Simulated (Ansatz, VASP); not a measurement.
WS: VASP beside Ansatz

```
W S
1.0
     3.12362    0.00000    0.00000
     0.00000    3.12362    0.00000
     0.00000    0.00000    3.12362
W S
1 1
Cartesian
  0.0000 0.0000 0.0000
  1.5618 1.5618 1.5618
```

Alike in both runs: task single point; functional r2SCAN; k mesh 14 × 14 × 14; occupations gaussian, width 0.1 eV; no spin polarisation; Hubbard terms W d U = 6.2 eV.

```csv
,VASP,Ansatz
version,VASP 6.6.1,Ansatz 0.2.0
potentials or method,"VASP PAW PBE potentials, release 64 (W_sv, S), cutoff 520 eV","scalar-relativistic, plane waves, PAW"
valence electrons in the cell,20,20
```

Ansatz gave:

```
gap on the k mesh at the Fermi level (eV) : none
pressure (GPa)                            : 15.5
```

**Question.** Estimate VASP's values.

**Answer.** gap on the k mesh at the Fermi level (eV): none; pressure (GPa): -13.6.

VASP's potentials were made for PBE, not for r2SCAN. The programs project onto different local orbitals, so the same U acts differently, and such runs can settle in different states. A gap of «none» marks a metal or a gap that the smearing closes. Ansatz's warnings: filled band counts differ across k points.

Neither program's run includes spin-orbit coupling.
